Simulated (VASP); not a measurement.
# VPt (P4/mmm) in VASP: a series of runs

Runs on VPt. Level: LDA. Tasks: single point, relaxation of cell and atoms.

Everything below comes from runs of VASP 6.6.1. Logs are shortened: lines on timing, memory, paths and dates and some standing lists are left out, and cuts for length are marked.

## Step 1: The cell of the first run

The structure is tetragonal, space group P4/mmm (No. 123). Conventional cell: a = 2.652 Å, b = 2.652 Å, c = 3.831 Å, α = 90.00°, β = 90.00°, γ = 90.00°. V (site symmetry 4/mmm) has 4 V at 2.65 Å and 8 Pt at 2.68 Å within 3.5 Å. Within 3.5 Å of Pt (site symmetry 4/mmm) lie 4 Pt at 2.65 Å and 8 V at 2.68 Å.

## Step 2: Single point, LDA

Input file INCAR:

```
  PREC = Accurate
  ENCUT = 520
  EDIFF = 1E-6
  ISMEAR = 0
  SIGMA = 0.1
  LREAL = F
  LASPH = T
  NELM = 100
  ALGO = Normal
  ISIF = 2
  LWAVE = F
  LCHARG = T
  LELF = T
  LVHAR = T
  NBANDS = 18
```

Input file KPOINTS:

```
regular mesh
0
Gamma
  16 16 12
```

Input file POSCAR:

```
VPt
1.0
    2.6521602242      0.0000000000      0.0000000000
    0.0000000000      2.6521602242      0.0000000000
    0.0000000000      0.0000000000      3.8313484179
V Pt
1 1
Direct
    0.5000000000      0.5000000000      0.5000000000
    0.0000000000      0.0000000000      0.0000000000
```

Potentials or basis: VASP PAW LDA potentials, release 64 (V_sv, Pt).

The run is started by

```bash
$ cat potpaw_LDA.64/V_sv/POTCAR potpaw_LDA.64/Pt/POTCAR > POTCAR
$ mpirun -np 1 vasp_std > vasp.out
```

OUTCAR:

```text
PREC = Accurate
   ENCUT = 520
   EDIFF = 1E-6
   ISMEAR = 0
   LREAL = F
   LASPH = T
   NELM = 100
   ISIF = 2

 ion  position               nearest neighbor table
   1  0.500  0.500  0.500-   2 2.68   2 2.68   2 2.68   2 2.68   2 2.68   2 2.68   2 2.68   2 2.68

   2  0.000  0.000  0.000-   1 2.68   1 2.68   1 2.68   1 2.68   1 2.68   1 2.68   1 2.68   1 2.68

  LATTYP: Found a simple tetragonal cell.
 ALAT       =     2.6521602242
 C/A-ratio  =     1.4446142367

  Lattice vectors:

 A1 = (   2.6521602242,   0.0000000000,   0.0000000000)
 A2 = (   0.0000000000,   2.6521602242,   0.0000000000)
 A3 = (   0.0000000000,   0.0000000000,   3.8313484179)

Analysis of symmetry for initial positions (statically):
=====================================================================
 Subroutine PRICEL returns:
 Original cell was already a primitive cell.

 Routine SETGRP: Setting up the symmetry group for a
 simple tetragonal supercell.

 Subroutine GETGRP returns: Found 16 space group operations
 (whereof 16 operations were pure point group operations)
 out of a pool of 16 trial point group operations.

The static configuration has the point symmetry D_4h.

Analysis of symmetry for dynamics (positions and initial velocities):
=====================================================================
 Subroutine PRICEL returns:
 Original cell was already a primitive cell.

 Routine SETGRP: Setting up the symmetry group for a
 simple tetragonal supercell.

 Subroutine GETGRP returns: Found 16 space group operations
 (whereof 16 operations were pure point group operations)
 out of a pool of 16 trial point group operations.

The dynamic configuration has the point symmetry D_4h.

 Subroutine INISYM returns: Found 16 space group operations
 (whereof 16 operations are pure point group operations),
 and found     1 'primitive' translations

----------------------------------------------------------------------------------------

                                     Primitive cell

  volume of cell :      26.9495

  direct lattice vectors                    reciprocal lattice vectors
     2.652160224  0.000000000  0.000000000     0.377051126  0.000000000  0.000000000
     0.000000000  2.652160224  0.000000000     0.000000000  0.377051126  0.000000000
     0.000000000  0.000000000  3.831348418     0.000000000  0.000000000  0.261004715

  length of vectors
     2.652160224  2.652160224  3.831348418     0.377051126  0.377051126  0.261004715

  position of ions in fractional coordinates (direct lattice)
     0.500000000  0.500000000  0.500000000
     0.000000000  0.000000000  0.000000000

  ion indices of the primitive-cell ions
   primitive index   ion index
                 1           1
                 2           2

----------------------------------------------------------------------------------------

 KPOINTS: regular mesh

Automatic generation of k-mesh.
 Grid dimensions read from file:
 generate k-points for:   16   16   12

 Generating k-lattice:

  Cartesian coordinates                     Fractional coordinates (reciprocal lattice)
     0.023565695  0.000000000  0.000000000     0.062500000  0.000000000  0.000000000
     0.000000000  0.023565695  0.000000000     0.000000000  0.062500000  0.000000000
     0.000000000  0.000000000  0.021750393     0.000000000  0.000000000  0.083333333

  Length of vectors
     0.023565695  0.023565695  0.021750393

  Shift w.r.t. Gamma in fractional coordinates (k-lattice)
     0.000000000  0.000000000  0.000000000

 Subroutine IBZKPT returns following result:
 ===========================================

 Found    315 irreducible k-points:

 Following reciprocal coordinates:
            Coordinates               Weight
  0.000000  0.000000  0.000000      1.000000
  0.062500  0.000000  0.000000      4.000000
  0.125000  0.000000  0.000000      4.000000
  0.187500  0.000000  0.000000      4.000000
  0.250000  0.000000  0.000000      4.000000
  0.312500  0.000000  0.000000      4.000000
[... 16 lines left out ...]
  0.437500  0.125000  0.000000      8.000000
  0.500000  0.125000  0.000000      4.000000
 [... further k-points ...]
   k-points           NKPTS =    315   k-points in BZ     NKDIM =    315   number of bands    NBANDS=     18
   number of dos      NEDOS =    301   number of ions     NIONS =      2
   total plane-waves  NPLWV =  11200
   dimension x,y,z NGX =    20 NGY =   20 NGZ =   28
   dimension x,y,z NGXF=    40 NGYF=   40 NGZF=   56
   ions per type =               1   1
   NGX,Y,Z   is equivalent  to a cutoff of  12.54, 12.54, 12.15 a.u.
   NGXF,Y,Z  is equivalent  to a cutoff of  25.07, 25.07, 24.30 a.u.
 SYSTEM =  unknown system
   PREC   = accura    normal or accurate (medium, high low for compatibility)
   ISTART =      0    job   : 0-new  1-cont  2-samecut
   ICHARG =      2    charge: 1-file 2-atom 10-const
   ISPIN  =      1    spin polarized calculation?
   LNONCOLLINEAR =      F non collinear calculations
   LSORBIT =      F    spin-orbit coupling
   LASPH  =      T    aspherical Exc in radial PAW
   ENCUT  =  520.0 eV  38.22 Ry    6.18 a.u.   4.93  4.93  7.12*2*pi/ulx,y,z
   NELM   =    100;   NELMIN=  2; NELMDL= -5     # of ELM steps
   EDIFF  = 0.1E-05   stopping-criterion for ELM
   LREAL  =      F    real-space projection
   EDIFFG = 0.1E-04   stopping-criterion for IOM
   NSW    =      0    number of steps for IOM
   IBRION =     -1    ionic relax: 0-MD 1-quasi-New 2-CG
   NFREE  =      0    steps in history (QN), initial steepest desc. (CG)
   ISIF   =      2    stress and relaxation
   ISYM   =      2    0-nonsym 1-usesym 2-fastsym
   POTIM  = 0.5000    time-step for ionic-motion
   TEBEG  =    0.0;   TEEND  =   0.0 temperature during run
   PSTRESS=    0.0 pullay stress
   NELECT =      23.0000    total number of electrons
   NUPDOWN=      -1.0000    fix difference up-down
   EMIN   =  10.00;   EMAX   =-10.00  energy-range for DOS
   EFERMI =   0.00;   METHOD = LEGACY
   ISMEAR =     0;   SIGMA  =   0.10  broadening in eV -4-tet -1-fermi 0-gaus
   EFERMI_NEDOS =   21; number of points for ismear=-14 and -15
   IALGO  =     38    algorithm
   IMIX   =      4    mixing-type and parameters
     AMIX     =   0.40;   BMIX     =  1.00
     AMIX_MAG =   1.60;   BMIX_MAG =  1.00
  volume/ion in A,a.u.               =      13.47        90.93
  Fermi-wavevector in a.u.,A,eV,Ry     =   1.552865  2.934489 32.808952  2.411390
  Thomas-Fermi vector in A             =   2.657179
   LORBIT       =      0    0 simple, 1 ext, 2 COOP (PROOUT), +10 PAW based schemes
   GGA     = CA    functional components
   LHFCALC =     F    Hartree Fock is set to
   AEXX    =    0.0000 exact exchange contribution
   IVDW    =     0    specifies the selected vdW correction
   LEPSILON=     F    determine dielectric tensor
   LRPA    =     F    only Hartree local field effects (RPA)
 non-spin polarized calculation
 Gauss-broadening in eV      SIGMA  =   0.10
  energy-cutoff  :      520.00
  volume of cell :       26.95
 maximum number of plane-waves:       742
 NGX is ok and might be reduce to    20
   NGX =  9   NGY =  9   NGZ = 15

 number of electron      22.9999999 magnetization

 Free energy of the ion-electron system (eV)
  ---------------------------------------------------
  ext. energy  EPLUGINS =         0.00000000
  ---------------------------------------------------
  free energy    TOTEN  =       -18.60871475 eV

  energy without entropy =      -18.59996339  energy(sigma->0) =      -18.60433907

 E-fermi :  11.8438     XC(G=0): -13.8082

 val. band max:       11.8424575074   @ k =   0.2500   0.2500   0.0000
 cond. band min:      11.8488161188   @ k =   0.1250   0.0000   0.0833
 fundamental gap:      0.0063586114
 Fermi energy:        11.8437968274

 k-point     1 :       0.0000    0.0000    0.0000
  band No.  band energies     occupation
      1     -51.7763      2.00000
      2     -26.1904      2.00000
      3     -25.6863      2.00000
      4     -25.6863      2.00000
      5       2.0334      2.00000
      6       4.8528      2.00000
[... 10 lines left out ...]
     17      22.8978      0.00000
     18      24.7139      0.00000

 k-point     2 :       0.0625    0.0000    0.0000
  band No.  band energies     occupation
      1     -51.7736      2.00000
      2     -26.1886      2.00000
      3     -25.7073      2.00000
      4     -25.6845      2.00000
      5       2.1510      2.00000
      6       4.9258      2.00000
[... 10 lines left out ...]
     17      22.8011      0.00000
     18      24.2728      0.00000

 k-point     3 :       0.1250    0.0000    0.0000
  band No.  band energies     occupation
      1     -51.7659      2.00000
      2     -26.1833      2.00000
      3     -25.7669      2.00000
      4     -25.6796      2.00000
      5       2.4888      2.00000
      6       5.1085      2.00000
[... 10 lines left out ...]
     17      22.3200      0.00000
     18      23.4585      0.00000

 k-point     4 :       0.1875    0.0000    0.0000
  band No.  band energies     occupation
      1     -51.7543      2.00000
      2     -26.1755      2.00000
      3     -25.8553      2.00000
      4     -25.6722      2.00000
      5       3.0013      2.00000
      6       5.3559      2.00000
[... 375 lines left out ...]
      4     -25.7231      2.00000
      5       5.2249      2.00000
      6       6.5251      2.00000
[... 10 lines left out ...]
     17      22.0784      0.00000
     18      22.8350      0.00000

 k-point    23 :       0.4375    0.1250    0.0000
  band No.  band energies     occupation
      1     -51.6977      2.00000
      2     -26.1919      2.00000
      3     -26.1342      2.00000
      4     -25.7176      2.00000
      5       5.6255      2.00000
      6       6.3061      2.00000
[... 10 lines left out ...]
     17      23.3062      0.00000
     18      23.3351      0.00000

 k-point    24 :       0.5000    0.1250    0.0000
  band No.  band energies     occupation
      1     -51.6949      2.00000
      2     -26.2116      2.00000
      3     -26.1323      2.00000
      4     -25.7157      2.00000
      5       5.7879      2.00000
      6       6.2314      2.00000
[... 10 lines left out ...]
     17      24.0473      0.00000
     18      24.0571      0.00000

 [... further k-points ...]
[... 5 lines left out ...]
  --------------------------------------------------------------------------------------
  -------------------------------------------------------------------------------------
  Total        0.1267365      0.1267365      0.1401578      0.0000000      0.0000000      0.0000000
  in kB        7.5346140      7.5346140      8.3325250      0.0000000      0.0000000      0.0000000
  external PRESSURE =       7.8005843 kB  Pullay stress =       0.0000000 kB

 VOLUME and BASIS-vectors are now :
 -----------------------------------------------------------------------------
  energy-cutoff  :      520.00
  volume of cell :       26.95
      direct lattice vectors                 reciprocal lattice vectors
     2.652160224  0.000000000  0.000000000     0.377051126  0.000000000  0.000000000
     0.000000000  2.652160224  0.000000000     0.000000000  0.377051126  0.000000000
     0.000000000  0.000000000  3.831348418     0.000000000  0.000000000  0.261004715

 POSITION                                       TOTAL-FORCE (eV/Angst)
 -----------------------------------------------------------------------------------
      1.32608      1.32608      1.91567         0.000000      0.000000      0.000000
      0.00000      0.00000      0.00000         0.000000      0.000000      0.000000
 -----------------------------------------------------------------------------------
    total drift:                               -0.000000      0.000000      0.000000

  FREE ENERGIE OF THE ION-ELECTRON SYSTEM (eV)
  ---------------------------------------------------
  free  energy   TOTEN  =       -18.6087147465 eV

  energy  without entropy=      -18.5999633923  energy(sigma->0) =      -18.60433907
```

It took 58 s on 1 thread of Intel Xeon Platinum 8488C (Sapphire Rapids), shared host; peak memory 0.25 GiB.

Results:

| Quantity | Value |
| --- | --- |
| Free energy | -18.6087 eV |
| Pressure | 0.8 GPa |

Caveat: spin-orbit coupling is left out, which moves the levels of the heavy elements.

## Step 3: Relaxation of cell and atoms, LDA

This run uses another cell than the first one, of 14.28 Å³/atom, 1.060 times its volume.

Input file INCAR:

```
SYSTEM = VPt
  PREC = Accurate
  ENCUT = 600
  EDIFF = 1E-6
  ISMEAR = 0
  SIGMA = 0.1
  LREAL = .FALSE.
  LASPH = .TRUE.
  NELM = 100
  ALGO = Normal
  ISIF = 3
  LWAVE = .FALSE.
  LCHARG = .FALSE.
  GGA = CA
  IBRION = 2
  NSW = 70
  EDIFFG = -0.005
```

Input file KPOINTS:

```
regular mesh
0
G
  16 16 12
  0 0 0
```

Input file POSCAR:

```
VPt
1.0
    2.7028325393      0.0000000000      0.0000000000
    0.0000000000      2.7028325393      0.0000000000
    0.0000000000      0.0000000000      3.9088242338
V Pt
1 1
Direct
    0.5000000000      0.5000000000      0.5000000000
    0.0000000000      0.0000000000      0.0000000000
```

Potentials or basis: VASP PAW LDA potentials, release 64 (V_sv, Pt).

The run is started by

```bash
$ cat potpaw_LDA.64/V_sv/POTCAR potpaw_LDA.64/Pt/POTCAR > POTCAR
$ mpirun -np 1 vasp_std > vasp.out
```

OUTCAR:

```text
SYSTEM = VPt
   PREC = Accurate
   ENCUT = 600
   EDIFF = 1E-6
   ISMEAR = 0
   LREAL = .FALSE.
   LASPH = .TRUE.
   NELM = 100
   ISIF = 3
   GGA = CA
   IBRION = 2
   NSW = 70
   EDIFFG = -0.005

 ion  position               nearest neighbor table
   1  0.500  0.500  0.500-   2 2.73   2 2.73   2 2.73   2 2.73   2 2.73   2 2.73   2 2.73   2 2.73

   2  0.000  0.000  0.000-   1 2.73   1 2.73   1 2.73   1 2.73   1 2.73   1 2.73   1 2.73   1 2.73

  LATTYP: Found a simple tetragonal cell.
 ALAT       =     2.7028325393
 C/A-ratio  =     1.4461954919

  Lattice vectors:

 A1 = (   2.7028325393,   0.0000000000,   0.0000000000)
 A2 = (   0.0000000000,   2.7028325393,   0.0000000000)
 A3 = (   0.0000000000,   0.0000000000,   3.9088242338)

Analysis of symmetry for initial positions (statically):
[... 372 lines left out ...]
 Fermi energy:        11.7975945348

 k-point     1 :       0.0000    0.0000    0.0000
  band No.  band energies     occupation
      1     -51.8251      2.00000
      2     -26.2385      2.00000
      3     -25.7369      2.00000
      4     -25.7369      2.00000
      5       2.0088      2.00000
      6       4.8311      2.00000
      7       5.0565      2.00000
      8       8.6957      2.00000
      9       8.6957      2.00000
     10      10.5307      2.00000
     11      10.5558      2.00000
     12      11.9282      0.06480
     13      14.1154      0.00000
     14      14.1154      0.00000
[... 401 lines left out ...]
      2     -26.2580      2.00000
      3     -26.1807      2.00000
      4     -25.7662      2.00000
      5       5.7586      2.00000
      6       6.2025      2.00000
      7       6.8457      2.00000
      8       6.9382      2.00000
      9       8.2120      2.00000
     10       9.6903      2.00000
     11      11.2587      2.00000
     12      11.3685      2.00000
     13      12.4594      0.00000
     14      13.2101      0.00000
     15      14.2341      0.00000

 [... further k-points ...]
[... 5 lines left out ...]
  --------------------------------------------------------------------------------------
  -------------------------------------------------------------------------------------
  Total       -0.0009556     -0.0009556      0.0005648      0.0000000      0.0000000      0.0000000
  in kB       -0.0566561     -0.0566561      0.0334899      0.0000000      0.0000000      0.0000000
  external PRESSURE =      -0.0266074 kB  Pullay stress =       0.0000000 kB
[... 17 lines left out ...]
  FREE ENERGIE OF THE ION-ELECTRON SYSTEM (eV)
  ---------------------------------------------------
  free  energy   TOTEN  =       -18.6097946146 eV

  energy  without entropy=      -18.6010122786  energy(sigma->0) =      -18.60540345

 reached required accuracy - stopping structural energy minimisation
```

OSZICAR:

```text
N       E                     dE             d eps       ncg     rms          rms(c)
DAV:   1     0.230033048360E+03    0.23003E+03   -0.14578E+04  9602   0.177E+03
DAV:   2    -0.115869661271E+02   -0.24162E+03   -0.23909E+03 10227   0.467E+02
DAV:   3    -0.207065915736E+02   -0.91196E+01   -0.88420E+01 11790   0.886E+01
DAV:   4    -0.207999684202E+02   -0.93377E-01   -0.93286E-01 10318   0.101E+01
[... 79 lines left out ...]
DAV:   1    -0.186098725393E+02   -0.81403E-04   -0.25933E-03  9569   0.701E-01    0.774E-02
DAV:   2    -0.186098030180E+02    0.69521E-04   -0.23579E-04  9723   0.180E-01    0.195E-02
DAV:   3    -0.186097973700E+02    0.56480E-05   -0.41802E-05 10480   0.491E-02    0.142E-02
DAV:   4    -0.186097951740E+02    0.21960E-05   -0.16734E-05 11563   0.393E-02    0.766E-03
DAV:   5    -0.186097946146E+02    0.55935E-06   -0.20188E-06  5996   0.156E-02
  11 F= -.18609795E+02 E0= -.18605403E+02  d E =-.409183E-05
```

Run time: 4.8 min. Hardware: 1 thread of Intel Xeon Platinum 8488C (Sapphire Rapids), shared host; peak memory 0.32 GiB.

Results:

| Property | Result |
| --- | --- |
| Free energy | -18.6098 eV |
| Relaxed volume | 13.51 Å³/atom |
| Relaxed cell | a = 2.654 Å, b = 2.654 Å, c = 3.836 Å, α = 90.00°, β = 90.00°, γ = 90.00° |
| Space group after relaxing (to 0.05 Å) | P4/mmm (No. 123) |
| Energy gained by relaxing | 34.7 meV/atom |
| Ionic steps | 11 |
| Pressure after relaxing | 0.0 GPa |

Step by step:
| step | energy change (eV) | largest force (eV/Å) | pressure (GPa) | volume (Å³) |
| --- | --- | --- | --- | --- |
| 1 | 0.0000 | 0.0000 | -13.80 | 28.56 |
| 2 | 0.3785 | 0.0000 | 49.71 | 23.77 |
| 3 | -0.0692 | 0.0000 | -0.78 | 27.10 |
| 4 | -0.0693 | 0.0000 | -0.12 | 27.04 |
| 5 | -0.0693 | 0.0000 | 0.15 | 27.01 |
| 6 | -0.0693 | 0.0000 | -0.26 | 27.05 |
| 7 | -0.0694 | 0.0000 | -0.13 | 27.03 |
| 8 | -0.0694 | 0.0000 | -0.03 | 27.03 |
| 9 | -0.0694 | 0.0000 | -0.07 | 27.03 |
| 10 | -0.0694 | 0.0000 | -0.04 | 27.03 |
| 11 | -0.0694 | 0.0000 | 0.00 | 27.02 |

Final structure:
```xyz
2
Lattice="2.6543 0.0000 0.0000 0.0000 2.6543 0.0000 0.0000 0.0000 3.8356" Properties=species:S:1:pos:R:3 pbc="T T T"
V     1.3271    1.3271    1.9178
Pt    2.6543    0.0000    3.8356
```

Caveat: spin-orbit coupling is left out, which moves the levels of the heavy elements. Zero-point motion and thermal expansion aren't in these numbers.
